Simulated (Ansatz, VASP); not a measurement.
# Two plane-wave programs on Ti

```
Ti
1.0
     0.00000    2.03000    2.03000
     2.03000    0.00000    2.03000
     2.03000    2.03000    0.00000
Ti
1
Direct
  0.00000 0.00000 0.00000
```

Alike in both runs: task single point; functional LDA; k mesh 8 × 8 × 8; occupations fermi-dirac, width 0.2 eV; no spin polarisation.

|  | VASP | Ansatz |
| --- | --- | --- |
| version | VASP 6.6.1 | Ansatz 0.2.0 |
| potentials or method | VASP PAW LDA potentials, release 64 (Ti_sv), cutoff 500 eV | plane waves, PAW |
| valence electrons in the cell | 12 | 12 |

```csv
,VASP,Ansatz,Ansatz less VASP
pressure (GPa),-3.9,-3.7,+0.16
```

LDA's correlation is that of Perdew and Zunger in VASP and of Perdew and Wang (1992) in Ansatz. Ansatz's warnings: stress scf threshold loose.
